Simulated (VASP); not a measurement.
LiGdS2, 4 atoms in the cell. It takes space group P4/mmm (No. 123, tetragonal). The conventional cell has a = 4.047 Å, b = 4.047 Å, c = 5.487 Å, α = 90.00°, β = 90.00°, γ = 90.00°. Li (site symmetry 4/mmm) has 6 S at 2.74 to 2.86 Å within 3.6 Å. Within 3.6 Å of Gd (site symmetry 4/mmm) lie 6 S at 2.74 to 2.86 Å. S (site symmetry 4/mmm) has 2 Li at 2.74 Å and 4 Gd at 2.86 Å within 3.6 Å. Within 3.6 Å of S (site symmetry 4/mmm) lie 2 Gd at 2.74 Å and 4 Li at 2.86 Å. 

| Item | Value |
| --- | --- |
| Program | VASP 6.6.1 |
| Task | single point |
| Functional | PBEsol |
| Potentials or basis | VASP PAW PBE potentials, release 64 (Li_sv, Gd, S) |
| Cutoff | 520 eV |
| k mesh | 6 × 6 × 5 |
| Occupations | fermi-dirac, width 0.05 eV |
| Spin | collinear spin, ferromagnetic start |
| Starting moments | [0.0, 9.1, 0.0, 0.0] μB |
| Hubbard terms | Gd f U = 4.5 eV |
| Dipole correction | no |
| Further INCAR settings | ALGO = Normal; EDIFF = 1e-06; NBANDS = 28 |

Potentials or basis: VASP PAW PBE potentials, release 64 (Li_sv, Gd, S).

Launch:

```sh
$ cat potpaw_PBE.64/Li_sv/POTCAR potpaw_PBE.64/Gd/POTCAR potpaw_PBE.64/S/POTCAR > POTCAR
$ mpirun -np 1 vasp_std > vasp.out
```

Hardware: 1 thread of AMD EPYC 9R45 (Zen 5), with other jobs on the host.

**Question.** Estimate the wall time of this run.

**Answer.** It took 2.2 min on 1 thread of AMD EPYC 9R45 (Zen 5), on a shared host, peak memory 0.26 GiB. Counts: scf iterations 21, k points 30.
